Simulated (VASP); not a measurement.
# AlRh2 (Fm-3m) in VASP: single point with PBE

Aim: the single point of AlRh2 with PBE.

Everything below comes from runs of VASP 6.6.1. Logs are shortened: lines on timing, memory, paths and dates and some standing lists are left out, and cuts for length are marked.

## (1) The cell of the first run

It takes space group Fm-3m (No. 225, cubic). The conventional cell has a = 5.741 Å, b = 5.741 Å, c = 5.741 Å, α = 90.00°, β = 90.00°, γ = 90.00°. Al (site symmetry m-3m) has 8 Rh at 2.49 Å within 3.3 Å. Rh (site symmetry -43m) has 4 Al at 2.49 Å and 6 Rh at 2.87 Å within 3.3 Å.

## (2) Single point, PBE

Contents of INCAR:

```
SYSTEM = AlRh2
PREC = Accurate
ENCUT = 520
EDIFF = 1E-6
ISMEAR = 0
SIGMA = 0.1
LREAL = .False.
LASPH = .True.
NELM = 100
ALGO = Normal
ISIF = 2
LWAVE = .False.
LCHARG = .False.
GGA = PE
NBANDS = 24
```

Contents of KPOINTS:

```
Automatic mesh
0
Gamma
  6 6 6
  0 0 0
```

Contents of POSCAR:

```
AlRh2
1.0
    0.0000000000      2.8704290700      2.8704290700
    2.8704290700      0.0000000000      2.8704290700
    2.8704290700      2.8704290700      0.0000000000
Al Rh
1 2
Direct
    0.5000000000      0.5000000000      0.5000000000
    0.7500000000      0.7500000000      0.7500000000
    0.2500000000      0.2500000000      0.2500000000
```

Potentials or basis: VASP PAW PBE potentials, release 64 (Al, Rh_pv).

Started as:

```console
> cat potpaw_PBE.64/Al/POTCAR potpaw_PBE.64/Rh_pv/POTCAR > POTCAR
> mpirun -np 1 vasp_std > vasp.out
```

OUTCAR:

```text
SYSTEM = AlRh2
   PREC = Accurate
   ENCUT = 520
   EDIFF = 1E-6
   ISMEAR = 0
   LREAL = .False.
   LASPH = .True.
   NELM = 100
   ISIF = 2
   GGA = PE

 ion  position               nearest neighbor table
   1  0.500  0.500  0.500-   3 2.49   3 2.49   3 2.49   2 2.49   3 2.49   2 2.49   2 2.49   2 2.49

   2  0.750  0.750  0.750-   1 2.49   1 2.49   1 2.49   1 2.49   3 2.87   3 2.87   3 2.87   3 2.87
                             3 2.87   3 2.87
   3  0.250  0.250  0.250-   1 2.49   1 2.49   1 2.49   1 2.49   2 2.87   2 2.87   2 2.87   2 2.87
                             2 2.87   2 2.87

  LATTYP: Found a face centered cubic cell.
 ALAT       =     5.7408581400

  Lattice vectors:

 A1 = (   0.0000000000,   2.8704290700,   2.8704290700)
 A2 = (   2.8704290700,   0.0000000000,   2.8704290700)
 A3 = (   2.8704290700,   2.8704290700,   0.0000000000)

Analysis of symmetry for initial positions (statically):
=====================================================================
 Subroutine PRICEL returns:
 Original cell was already a primitive cell.

 Routine SETGRP: Setting up the symmetry group for a
 face centered cubic supercell.

 Subroutine GETGRP returns: Found 48 space group operations
 (whereof 48 operations were pure point group operations)
 out of a pool of 48 trial point group operations.

The static configuration has the point symmetry O_h .

Analysis of symmetry for dynamics (positions and initial velocities):
=====================================================================
 Subroutine PRICEL returns:
 Original cell was already a primitive cell.

 Routine SETGRP: Setting up the symmetry group for a
 face centered cubic supercell.

 Subroutine GETGRP returns: Found 48 space group operations
 (whereof 48 operations were pure point group operations)
 out of a pool of 48 trial point group operations.

The dynamic configuration has the point symmetry O_h .

 Subroutine INISYM returns: Found 48 space group operations
 (whereof 48 operations are pure point group operations),
 and found     1 'primitive' translations

----------------------------------------------------------------------------------------

                                     Primitive cell

  volume of cell :      47.3010

  direct lattice vectors                    reciprocal lattice vectors
     0.000000000  2.870429070  2.870429070    -0.174189986  0.174189986  0.174189986
     2.870429070  0.000000000  2.870429070     0.174189986 -0.174189986  0.174189986
     2.870429070  2.870429070  0.000000000     0.174189986  0.174189986 -0.174189986

[... 76 lines left out ...]
   EDIFF  = 0.1E-05   stopping-criterion for ELM
   LREAL  =      F    real-space projection
   EDIFFG = 0.1E-04   stopping-criterion for IOM
   NSW    =      0    number of steps for IOM
   IBRION =     -1    ionic relax: 0-MD 1-quasi-New 2-CG
   NFREE  =      0    steps in history (QN), initial steepest desc. (CG)
   ISIF   =      2    stress and relaxation
   ISYM   =      2    0-nonsym 1-usesym 2-fastsym
   POTIM  = 0.5000    time-step for ionic-motion
   TEBEG  =    0.0;   TEEND  =   0.0 temperature during run
   PSTRESS=    0.0 pullay stress
   NELECT =      33.0000    total number of electrons
   NUPDOWN=      -1.0000    fix difference up-down
   EMIN   =  10.00;   EMAX   =-10.00  energy-range for DOS
   EFERMI =   0.00;   METHOD = LEGACY
   ISMEAR =     0;   SIGMA  =   0.10  broadening in eV -4-tet -1-fermi 0-gaus
   EFERMI_NEDOS =   21; number of points for ismear=-14 and -15
   IALGO  =     38    algorithm
   IMIX   =      4    mixing-type and parameters
     AMIX     =   0.40;   BMIX     =  1.00
     AMIX_MAG =   1.60;   BMIX_MAG =  1.00
  volume/ion in A,a.u.               =      15.77       106.40
  Fermi-wavevector in a.u.,A,eV,Ry     =   1.451964  2.743815 28.683814  2.108201
  Thomas-Fermi vector in A             =   2.569401
   LORBIT       =      0    0 simple, 1 ext, 2 COOP (PROOUT), +10 PAW based schemes
   GGA     = PE    functional components
   LHFCALC =     F    Hartree Fock is set to
   AEXX    =    0.0000 exact exchange contribution
   IVDW    =     0    specifies the selected vdW correction
   LEPSILON=     F    determine dielectric tensor
   LRPA    =     F    only Hartree local field effects (RPA)
 non-spin polarized calculation
 Gauss-broadening in eV      SIGMA  =   0.10
  energy-cutoff  :      520.00
  volume of cell :       47.30
 maximum number of plane-waves:      1303
   NGX = 15   NGY = 15   NGZ = 15

 number of electron      33.0000007 magnetization

 Free energy of the ion-electron system (eV)
  ---------------------------------------------------
  ext. energy  EPLUGINS =         0.00000000
  ---------------------------------------------------
  free energy    TOTEN  =       -19.19645761 eV

  energy without entropy =      -19.18284811  energy(sigma->0) =      -19.18965286

 E-fermi :   8.2061     XC(G=0): -12.0085

 val. band max:        8.1763980952   @ k =   0.0000   0.0000   0.0000
 cond. band min:       8.2695380605   @ k =   0.5000   0.1667   0.0000
 fundamental gap:      0.0931399654
 Fermi energy:         8.2061228064

 k-point     1 :       0.0000    0.0000    0.0000
  band No.  band energies     occupation
      1     -37.4426      2.00000
      2     -37.4426      2.00000
      3     -37.4426      2.00000
      4     -37.2786      2.00000
      5     -37.2786      2.00000
      6     -37.2786      2.00000
[... 421 lines left out ...]
     23      19.3006      0.00000
     24      20.1167      0.00000

------------------------ aborting loop because EDIFF is reached ----------------------------------------

  FORCE on cell =-STRESS in cart. coord.  units (eV):
  Direction    XX          YY          ZZ          XY          YZ          ZX
  --------------------------------------------------------------------------------------
  -------------------------------------------------------------------------------------
  Total       -0.0553835     -0.0553835     -0.0553835      0.0000000      0.0000000      0.0000000
  in kB       -1.8759459     -1.8759459     -1.8759459      0.0000000      0.0000000      0.0000000
  external PRESSURE =      -1.8759459 kB  Pullay stress =       0.0000000 kB

 VOLUME and BASIS-vectors are now :
 -----------------------------------------------------------------------------
  energy-cutoff  :      520.00
  volume of cell :       47.30
      direct lattice vectors                 reciprocal lattice vectors
     0.000000000  2.870429070  2.870429070    -0.174189986  0.174189986  0.174189986
     2.870429070  0.000000000  2.870429070     0.174189986 -0.174189986  0.174189986
     2.870429070  2.870429070  0.000000000     0.174189986  0.174189986 -0.174189986

 POSITION                                       TOTAL-FORCE (eV/Angst)
 -----------------------------------------------------------------------------------
      2.87043      2.87043      2.87043         0.000000      0.000000     -0.000000
      4.30564      4.30564      4.30564         0.000000      0.000000      0.000000
      1.43521      1.43521      1.43521        -0.000000     -0.000000     -0.000000
 -----------------------------------------------------------------------------------
    total drift:                               -0.000000      0.000000      0.000000

  FREE ENERGIE OF THE ION-ELECTRON SYSTEM (eV)
  ---------------------------------------------------
  free  energy   TOTEN  =       -19.1964576100 eV

  energy  without entropy=      -19.1828481051  energy(sigma->0) =      -19.18965286
```

It took 15 s on 1 thread of Intel Xeon Platinum 8488C (Sapphire Rapids), shared host; peak memory 0.16 GiB.

Results:

```
Free energy : -19.1965 eV
Pressure    : -0.2 GPa
```
